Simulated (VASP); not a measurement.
# NbAs (CsCl type) (Pm-3m) in VASP: notebook

The runs below take NbAs (CsCl type) through single point, relaxation of cell and atoms, with PBE.

Everything below comes from runs of VASP 6.6.1. Logs are shortened: lines on timing, memory, paths and dates and some standing lists are left out, and cuts for length are marked.

## 1. The cell of the first run

Symmetry: Pm-3m, No. 221, cubic system. The conventional cell has a = 3.128 Å, b = 3.128 Å, c = 3.128 Å, α = 90.00°, β = 90.00°, γ = 90.00°. Within 3.6 Å of Nb (site symmetry m-3m) lie 8 As at 2.71 Å and 6 Nb at 3.13 Å. As (site symmetry m-3m) has 8 Nb at 2.71 Å and 6 As at 3.13 Å within 3.6 Å.

## 2. Single point, PBE

The input, INCAR:

```
ALGO     = Normal         # electronic algorithm
EDIFF    = 1E-6           # SCF threshold, eV
ENCUT    = 520            # plane-wave cutoff, eV
GGA      = PE             # functional
ISIF     = 2              # what is computed and relaxed
ISMEAR   = -1             # smearing method
LASPH    = True           # aspherical terms in the spheres
LCHARG   = False          # write CHGCAR
LREAL    = False          # projectors in reciprocal space
LWAVE    = False          # write WAVECAR
NBANDS   = 16             # bands
NELM     = 60             # most SCF steps
PREC     = Accurate       # precision mode
SIGMA    = 0.05           # smearing width, eV
```

The input, KPOINTS:

```
k-points
0
Gamma
  13 13 13
```

The input, POSCAR:

```
NbAs
1.0
    3.1275164392      0.0000000000      0.0000000000
    0.0000000000      3.1275164392      0.0000000000
    0.0000000000      0.0000000000      3.1275164392
Nb As
1 1
Direct
    0.0000000000      0.0000000000      0.0000000000
    0.5000000000      0.5000000000      0.5000000000
```

Potentials or basis: VASP PAW PBE potentials, release 64 (Nb_sv, As).

Command:

```bash
> cat potpaw_PBE.64/Nb_sv/POTCAR potpaw_PBE.64/As/POTCAR > POTCAR
> mpirun -np 1 vasp_std > vasp.out
```

OUTCAR:

```text
EDIFF = 1E-6
   ENCUT = 520
   GGA = PE
   ISIF = 2
   ISMEAR = -1
   LASPH = True
   LREAL = False
   NELM = 60
   PREC = Accurate

 ion  position               nearest neighbor table
   1  0.000  0.000  0.000-   2 2.71   2 2.71   2 2.71   2 2.71   2 2.71   2 2.71   2 2.71   2 2.71

   2  0.500  0.500  0.500-   1 2.71   1 2.71   1 2.71   1 2.71   1 2.71   1 2.71   1 2.71   1 2.71

  LATTYP: Found a simple cubic cell.
 ALAT       =     3.1275164392

  Lattice vectors:

 A1 = (   3.1275164392,   0.0000000000,   0.0000000000)
 A2 = (   0.0000000000,   3.1275164392,   0.0000000000)
 A3 = (   0.0000000000,   0.0000000000,   3.1275164392)

Analysis of symmetry for initial positions (statically):
=====================================================================
 Subroutine PRICEL returns:
 Original cell was already a primitive cell.

 Routine SETGRP: Setting up the symmetry group for a
 simple cubic supercell.

 Subroutine GETGRP returns: Found 48 space group operations
 (whereof 48 operations were pure point group operations)
 out of a pool of 48 trial point group operations.

The static configuration has the point symmetry O_h .

Analysis of symmetry for dynamics (positions and initial velocities):
=====================================================================
 Subroutine PRICEL returns:
 Original cell was already a primitive cell.

 Routine SETGRP: Setting up the symmetry group for a
 simple cubic supercell.

 Subroutine GETGRP returns: Found 48 space group operations
 (whereof 48 operations were pure point group operations)
 out of a pool of 48 trial point group operations.

The dynamic configuration has the point symmetry O_h .

 Subroutine INISYM returns: Found 48 space group operations
 (whereof 48 operations are pure point group operations),
 and found     1 'primitive' translations

----------------------------------------------------------------------------------------

                                     Primitive cell

  volume of cell :      30.5914

  direct lattice vectors                    reciprocal lattice vectors
     3.127516439  0.000000000  0.000000000     0.319742524  0.000000000  0.000000000
     0.000000000  3.127516439  0.000000000     0.000000000  0.319742524  0.000000000
     0.000000000  0.000000000  3.127516439     0.000000000  0.000000000  0.319742524

  length of vectors
     3.127516439  3.127516439  3.127516439     0.319742524  0.319742524  0.319742524

  position of ions in fractional coordinates (direct lattice)
     0.000000000  0.000000000  0.000000000
     0.500000000  0.500000000  0.500000000

  ion indices of the primitive-cell ions
   primitive index   ion index
                 1           1
                 2           2

----------------------------------------------------------------------------------------

 KPOINTS: k-points

Automatic generation of k-mesh.
 Grid dimensions read from file:
 generate k-points for:   13   13   13

 Generating k-lattice:

  Cartesian coordinates                     Fractional coordinates (reciprocal lattice)
     0.024595579  0.000000000  0.000000000     0.076923077  0.000000000  0.000000000
     0.000000000  0.024595579  0.000000000     0.000000000  0.076923077  0.000000000
     0.000000000  0.000000000  0.024595579     0.000000000  0.000000000  0.076923077

  Length of vectors
     0.024595579  0.024595579  0.024595579

  Shift w.r.t. Gamma in fractional coordinates (k-lattice)
     0.000000000  0.000000000  0.000000000

 Subroutine IBZKPT returns following result:
 ===========================================

 Found     84 irreducible k-points:

 Following reciprocal coordinates:
            Coordinates               Weight
  0.000000  0.000000  0.000000      1.000000
  0.076923  0.000000  0.000000      6.000000
  0.153846  0.000000  0.000000      6.000000
  0.230769  0.000000  0.000000      6.000000
  0.307692  0.000000  0.000000      6.000000
  0.384615  0.000000  0.000000      6.000000
[... 16 lines left out ...]
  0.307692  0.307692  0.000000     12.000000
  0.384615  0.307692  0.000000     24.000000
 [... further k-points ...]
   k-points           NKPTS =     84   k-points in BZ     NKDIM =     84   number of bands    NBANDS=     16
   number of dos      NEDOS =    301   number of ions     NIONS =      2
   total plane-waves  NPLWV =  13824
   dimension x,y,z NGX =    24 NGY =   24 NGZ =   24
   dimension x,y,z NGXF=    48 NGYF=   48 NGZF=   48
   ions per type =               1   1
   NGX,Y,Z   is equivalent  to a cutoff of  12.76, 12.76, 12.76 a.u.
   NGXF,Y,Z  is equivalent  to a cutoff of  25.51, 25.51, 25.51 a.u.
 SYSTEM =  unknown system
   PREC   = accura    normal or accurate (medium, high low for compatibility)
   ISTART =      0    job   : 0-new  1-cont  2-samecut
   ICHARG =      2    charge: 1-file 2-atom 10-const
   ISPIN  =      1    spin polarized calculation?
   LNONCOLLINEAR =      F non collinear calculations
   LSORBIT =      F    spin-orbit coupling
   LASPH  =      T    aspherical Exc in radial PAW
   ENCUT  =  520.0 eV  38.22 Ry    6.18 a.u.   5.82  5.82  5.82*2*pi/ulx,y,z
   NELM   =     60;   NELMIN=  2; NELMDL= -5     # of ELM steps
   EDIFF  = 0.1E-05   stopping-criterion for ELM
   LREAL  =      F    real-space projection
   EDIFFG = 0.1E-04   stopping-criterion for IOM
   NSW    =      0    number of steps for IOM
   IBRION =     -1    ionic relax: 0-MD 1-quasi-New 2-CG
   NFREE  =      0    steps in history (QN), initial steepest desc. (CG)
   ISIF   =      2    stress and relaxation
   ISYM   =      2    0-nonsym 1-usesym 2-fastsym
   POTIM  = 0.5000    time-step for ionic-motion
   TEBEG  =    0.0;   TEEND  =   0.0 temperature during run
   PSTRESS=    0.0 pullay stress
   NELECT =      18.0000    total number of electrons
   NUPDOWN=      -1.0000    fix difference up-down
   EMIN   =  10.00;   EMAX   =-10.00  energy-range for DOS
   EFERMI =   0.00;   METHOD = LEGACY
   ISMEAR =    -1;   SIGMA  =   0.05  broadening in eV -4-tet -1-fermi 0-gaus
   EFERMI_NEDOS =   21; number of points for ismear=-14 and -15
   IALGO  =     38    algorithm
   IMIX   =      4    mixing-type and parameters
     AMIX     =   0.40;   BMIX     =  1.00
     AMIX_MAG =   1.60;   BMIX_MAG =  1.00
  volume/ion in A,a.u.               =      15.30       103.22
  Fermi-wavevector in a.u.,A,eV,Ry     =   1.371827  2.592377 25.604937  1.881910
  Thomas-Fermi vector in A             =   2.497489
   LORBIT       =      0    0 simple, 1 ext, 2 COOP (PROOUT), +10 PAW based schemes
   GGA     = PE    functional components
   LHFCALC =     F    Hartree Fock is set to
   AEXX    =    0.0000 exact exchange contribution
   IVDW    =     0    specifies the selected vdW correction
   LEPSILON=     F    determine dielectric tensor
   LRPA    =     F    only Hartree local field effects (RPA)
 non-spin polarized calculation
  energy-cutoff  :      520.00
  volume of cell :       30.59
 maximum number of plane-waves:       840
 NGX is ok and might be reduce to    24
   NGX = 11   NGY = 11   NGZ = 11

 number of electron      18.0000000 magnetization

 Free energy of the ion-electron system (eV)
  ---------------------------------------------------
  ext. energy  EPLUGINS =         0.00000000
  ---------------------------------------------------
  free energy    TOTEN  =       -15.60708174 eV

  energy without entropy =      -15.59390314  energy(sigma->0) =      -15.60049244

 E-fermi :  11.8903     XC(G=0): -12.5791

 val. band max:       11.8741405874   @ k =   0.4615   0.3077   0.3077
 cond. band min:      11.9088999193   @ k =   0.4615   0.3846   0.0000
 fundamental gap:      0.0347593319
 Fermi energy:        11.8903352098

 k-point     1 :       0.0000    0.0000    0.0000
  band No.  band energies     occupation
      1     -43.3339      2.00000
      2     -19.2534      2.00000
      3     -19.2534      2.00000
      4     -19.2534      2.00000
      5      -2.5003      2.00000
      6       8.5775      2.00000
[... 8 lines left out ...]
     15      22.5325      0.00000
     16      22.5325      0.00000

 k-point     2 :       0.0769    0.0000    0.0000
  band No.  band energies     occupation
      1     -43.3315      2.00000
      2     -19.2832      2.00000
      3     -19.2505      2.00000
      4     -19.2505      2.00000
      5      -2.4023      2.00000
      6       8.4536      2.00000
[... 8 lines left out ...]
     15      22.0225      0.00000
     16      22.7900      0.00000

 k-point     3 :       0.1538    0.0000    0.0000
  band No.  band energies     occupation
      1     -43.3250      2.00000
      2     -19.3649      2.00000
      3     -19.2423      2.00000
      4     -19.2423      2.00000
      5      -2.1163      2.00000
      6       7.9349      2.00000
[... 8 lines left out ...]
     15      20.9375      0.00000
     16      23.6639      0.00000

 k-point     4 :       0.2308    0.0000    0.0000
  band No.  band energies     occupation
      1     -43.3158      2.00000
      2     -19.4782      2.00000
      3     -19.2308      2.00000
      4     -19.2308      2.00000
      5      -1.6665      2.00000
      6       6.9688      2.00000
[... 8 lines left out ...]
     15      19.9975      0.00000
     16      25.1950      0.00000
[... 324 lines left out ...]
 k-point    22 :       0.4615    0.2308    0.0000
  band No.  band energies     occupation
      1     -43.2758      2.00000
      2     -19.7053      2.00000
      3     -19.4082      2.00000
      4     -19.1848      2.00000
      5       0.0561      2.00000
      6       5.0725      2.00000
[... 8 lines left out ...]
     15      19.8588      0.00000
     16      23.5048      0.00000

 k-point    23 :       0.3077    0.3077    0.0000
  band No.  band energies     occupation
      1     -43.2788      2.00000
      2     -19.5525      2.00000
      3     -19.5309      2.00000
      4     -19.1888      2.00000
      5      -0.3193      2.00000
      6       6.2663      2.00000
[... 8 lines left out ...]
     15      21.8961      0.00000
     16      24.9042      0.00000

 k-point    24 :       0.3846    0.3077    0.0000
  band No.  band energies     occupation
      1     -43.2709      2.00000
      2     -19.6331      2.00000
      3     -19.5252      2.00000
      4     -19.1801      2.00000
      5      -0.0526      2.00000
      6       5.9775      2.00000
[... 8 lines left out ...]
     15      21.4898      0.00000
     16      25.1442      0.00000

 [... further k-points ...]

------------------------ aborting loop because EDIFF is reached ----------------------------------------

  FORCE on cell =-STRESS in cart. coord.  units (eV):
  Direction    XX          YY          ZZ          XY          YZ          ZX
  --------------------------------------------------------------------------------------
  -------------------------------------------------------------------------------------
  Total        3.2650070      3.2650070      3.2650070     -0.0000000      0.0000000     -0.0000000
  in kB      170.9999150    170.9999150    170.9999150     -0.0000000      0.0000000     -0.0000000
  external PRESSURE =     170.9999150 kB  Pullay stress =       0.0000000 kB

 VOLUME and BASIS-vectors are now :
 -----------------------------------------------------------------------------
  energy-cutoff  :      520.00
  volume of cell :       30.59
      direct lattice vectors                 reciprocal lattice vectors
     3.127516439  0.000000000  0.000000000     0.319742524  0.000000000  0.000000000
     0.000000000  3.127516439  0.000000000     0.000000000  0.319742524  0.000000000
     0.000000000  0.000000000  3.127516439     0.000000000  0.000000000  0.319742524

 POSITION                                       TOTAL-FORCE (eV/Angst)
 -----------------------------------------------------------------------------------
      0.00000      0.00000      0.00000         0.000000      0.000000      0.000000
      1.56376      1.56376      1.56376         0.000000      0.000000      0.000000
 -----------------------------------------------------------------------------------
    total drift:                                0.000000      0.000000      0.000000

  FREE ENERGIE OF THE ION-ELECTRON SYSTEM (eV)
  ---------------------------------------------------
  free  energy   TOTEN  =       -15.6070817408 eV

  energy  without entropy=      -15.5939031379  energy(sigma->0) =      -15.60049244
```

It took 26 s on 1 thread of Intel Xeon Platinum 8259CL at 2.50GHz (Skylake/Cascade Lake), shared host; peak memory 0.16 GiB.

What came out:

| Property | Result |
| --- | --- |
| Free energy | -15.6071 eV |
| Pressure | 17.1 GPa |
| Band gap on the k mesh | zero (bands 9 and 10 overlap by 3.56 eV) |

Caveat: the cell stands under pressure.

## 3. Relaxation of cell and atoms, PBE, target pressure 17 GPa, at which the enthalpy is minimised

The input, INCAR:

```
ALGO = Normal ; EDIFF = 1E-7
EDIFFG = -0.005 ; ENCUT = 600
GGA = PE ; IBRION = 2
ISIF = 3 ; ISMEAR = -1
LASPH = True ; LCHARG = False
LREAL = False ; LWAVE = False
NELM = 60 ; NSW = 32
PREC = Accurate ; PSTRESS = 170.0
SIGMA = 0.05
```

KPOINTS is that of step 2.

POSCAR is that of step 2.

Potentials or basis: VASP PAW PBE potentials, release 64 (Nb_sv, As).

Command:

```bash
> cat potpaw_PBE.64/Nb_sv/POTCAR potpaw_PBE.64/As/POTCAR > POTCAR
> mpirun -np 1 vasp_std > vasp.out
```

It took 87 s on 1 thread of Intel Xeon Platinum 8259CL at 2.50GHz (Skylake/Cascade Lake), shared host; peak memory 0.19 GiB.

The run converged. Its results:

| Property | Result |
| --- | --- |
| Free energy | -15.6084 eV |
| Relaxed volume | 15.30 Å³/atom |
| Relaxed cell | a = 3.128 Å, b = 3.128 Å, c = 3.128 Å, α = 90.00°, β = 90.00°, γ = 90.00° |
| Space group after relaxing (to 0.1 Å) | Pm-3m (No. 221) |
| Energy change on relaxing (the run minimises the enthalpy) | -0.7 meV/atom |
| Ionic steps | 3 |
| Pressure after relaxing | 17.0 GPa |
| Band gap on the k mesh | zero (bands 9 and 10 overlap by 3.55 eV) |

The path:
| step | energy change (eV) | largest force (eV/Å) | pressure (GPa) | volume (Å³) |
| --- | --- | --- | --- | --- |
| 1 | 0.0000 | 0.0000 | 17.11 | 30.59 |
| 2 | -0.0048 | 0.0000 | 16.75 | 30.64 |
| 3 | -0.0013 | 0.0000 | 17.01 | 30.60 |

Final structure:
```
CELL_PARAMETERS angstrom
3.12794 0.00000 0.00000
0.00000 3.12794 0.00000
0.00000 0.00000 3.12794
ATOMIC_POSITIONS crystal
Nb 0.00000 0.00000 0.00000
As 0.50000 0.50000 0.50000
```

Levels at points of the mesh, in eV from the Fermi level:
```tsv
k point	band 5	band 6	band 7	band 8	band 9	band 10	band 11	band 12	band 13
(0.00, 0.00, 0.00)	-14.39	-3.31	-3.31	0.32	0.32	0.32	1.75	1.75	1.75
```

Caveat: the cell is relaxed towards a set pressure, so the run minimises the enthalpy, not the energy.

## 4. Relaxation of cell and atoms, PBE, target pressure 17 GPa, at which the enthalpy is minimised

This run uses another cell than the first one, of 15.66 Å³/atom.

The input, INCAR:

```
ALGO = Normal
EDIFF = 1E-6
EDIFFG = -0.005
ENCUT = 600
GGA = PE
IBRION = 2
ISIF = 3
ISMEAR = -1
LASPH = T
LCHARG = F
LREAL = F
LWAVE = F
NELM = 60
NSW = 60
PREC = Accurate
PSTRESS = 170.0
SIGMA = 0.05
```

KPOINTS is that of step 3.

The input, POSCAR:

```
NbAs
1.0
    3.1521458522      0.0000000000      0.0000000000
    0.0000000000      3.1521458522      0.0000000000
    0.0000000000      0.0000000000      3.1521458522
Nb As
1 1
Direct
    0.0000000000      0.0000000000      0.0000000000
    0.5000000000      0.5000000000      0.5000000000
```

Command:

```bash
> cat potpaw_PBE.64/Nb_sv/POTCAR potpaw_PBE.64/As/POTCAR > POTCAR
> mpirun -np 1 vasp_std > vasp.out
```

It took 2.2 min on 1 thread of Intel Xeon Platinum 8259CL at 2.50GHz (Skylake/Cascade Lake), shared host; peak memory 0.2 GiB.

Results (log left out):

- Free energy: -15.6088 eV
- Relaxed volume: 15.30 Å³/atom
- Relaxed cell: a = 3.128 Å, b = 3.128 Å, c = 3.128 Å, α = 90.00°, β = 90.00°, γ = 90.00°
- Space group after relaxing (to 0.1 Å): Pm-3m (No. 221)
- Energy change on relaxing (the run minimises the enthalpy): +32.0 meV/atom
- Ionic steps: 4
- Pressure after relaxing: 17.0 GPa
- Band gap on the k mesh: zero (bands 9 and 10 overlap by 3.55 eV)

Step by step:
```tsv
step	energy change (eV)	largest force (eV/Å)	pressure (GPa)	volume (Å³)
1	0.0000	0.0000	11.80	31.32
2	0.2888	0.0000	30.52	29.07
3	0.0625	0.0000	16.89	30.62
4	0.0640	0.0000	16.97	30.60
```

Final structure:
```cif
data_structure
_symmetry_space_group_name_H-M 'P 1'
_symmetry_Int_Tables_number 1
_cell_length_a 3.1280
_cell_length_b 3.1280
_cell_length_c 3.1280
_cell_angle_alpha 90.000
_cell_angle_beta 90.000
_cell_angle_gamma 90.000
_cell_volume 30.60
loop_
_atom_site_label
_atom_site_type_symbol
_atom_site_fract_x
_atom_site_fract_y
_atom_site_fract_z
_atom_site_occupancy
Nb1 Nb 0.00000 0.00000 0.00000 1
As1 As 0.50000 0.50000 0.50000 1
```

Levels at points of the mesh, in eV from the Fermi level:
```csv
k point,band 6,band 7,band 8,band 9,band 10,band 11,band 12,band 13
"(0.00, 0.00, 0.00)",-3.31,-3.31,0.32,0.32,0.32,1.75,1.75,1.75
```

Caveat: the cell is relaxed towards a set pressure, so the run minimises the enthalpy, not the energy.

## 5. The runs side by side

| task | cell | cutoff (eV) | gap on the mesh (eV) | pressure (GPa) |
| --- | --- | --- | --- | --- |
| single point | a = 3.128 Å, 2 atoms | 520 | none | 17.1 |
| relaxation of cell and atoms | relaxed to 17 GPa from a = 3.128 Å, 2 atoms | 600 | none | 17.0 |
| relaxation of cell and atoms | relaxed to 17 GPa from a = 3.152 Å, 2 atoms | 600 | none | 17.0 |

Alike in all rows: level PBE; potentials or basis VASP PAW PBE potentials, release 64 (Nb_sv, As); no spin polarisation; k mesh 13 × 13 × 13; smearing fermi-dirac 0.05 eV.

Caveats: the cell is relaxed towards a set pressure, so the run minimises the enthalpy, not the energy (at least some runs); the cell stands under pressure (at least some runs).

Absolute energies hang on the potentials; compare differences alone.
